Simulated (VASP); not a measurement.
Runs of VASP 6.6.1 on Be2Au. The structure is that of space group P6/mmm (No. 191), or close to it. The cells are those of the table. 

```tsv
task	cell	k mesh	cutoff (eV)	gap on the mesh (eV)	pressure (GPa)	relaxed volume (Å³/atom)
single point	a = 3.229, b = 3.229, c = 3.487 Å, angles 90.0, 90.0, 120.0°, 3 atoms	6 × 6 × 6	520	none	(a)	-
relaxation of cell and atoms	relaxed from a = 3.229, b = 3.229, c = 3.487 Å, angles 90.0, 90.0, 120.0°, 3 atoms	6 × 6 × 6	600	none	-0.1	11.61
single point	a = 3.856, b = 3.856, c = 2.692 Å, angles 90.0, 90.0, 120.0°, 3 atoms	6 × 6 × 6	520	none	-0.2	-
single point	a = 3.871, b = 3.871, c = 2.676 Å, angles 90.0, 90.0, 120.0°, 3 atoms	12 × 12 × 18	520	none	-0.2	-
relaxation of cell and atoms	relaxed from a = 3.856, b = 3.856, c = 2.692 Å, angles 90.0, 90.0, 120.0°, 3 atoms	12 × 12 × 18	600	none	0.0	11.56
```

Alike in all rows: level PBE; potentials or basis VASP PAW PBE potentials, release 64 (Be, Au); no spin polarisation; smearing gaussian 0.1 eV.

Fill in the values left out.

(a) 20.4.

Caveats: some runs use coarse meshes; spin-orbit coupling is left out, which moves the levels of the heavy elements; a cell axis changed by over 15 % at a fixed basis, so the end point is rough (at least some runs).

A k mesh can miss the band edges, and the runs leave out spin-orbit coupling on Au.

A gap of «none» marks levels without a gap at the run's occupations.
